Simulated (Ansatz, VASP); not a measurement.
**One calculation of Ba, two programs**

```
Ba
1.0
     3.70140    0.00000    0.00000
     0.00000    3.70140    0.00000
     0.00000    0.00000    3.70140
Ba
1
Direct
  0.00000 0.00000 0.00000
```

Alike in both runs: task single point; functional LDA; k mesh 9 × 9 × 9; occupations fermi-dirac, width 0.1 eV; non-collinear spin, spin-orbit coupling.

|  | VASP | Ansatz |
| --- | --- | --- |
| version | VASP 6.6.1 | Ansatz 0.2.0 |
| potentials or method | VASP PAW LDA potentials, release 64 (Ba_sv), cutoff 520 eV | plane waves (420 eV) with PAW, fully relativistic with spin-orbit coupling |
| valence electrons in the cell | 10 | 10 |

|  | VASP | Ansatz | Ansatz less VASP |
| --- | --- | --- | --- |
| net moment per atom (μB) | 0.00 | 0.00 | 0.000 |

Ansatz warns that its potentials were made for another functional, while VASP's fit it. LDA's correlation is that of Perdew and Zunger in VASP and of Perdew and Wang (1992) in Ansatz.
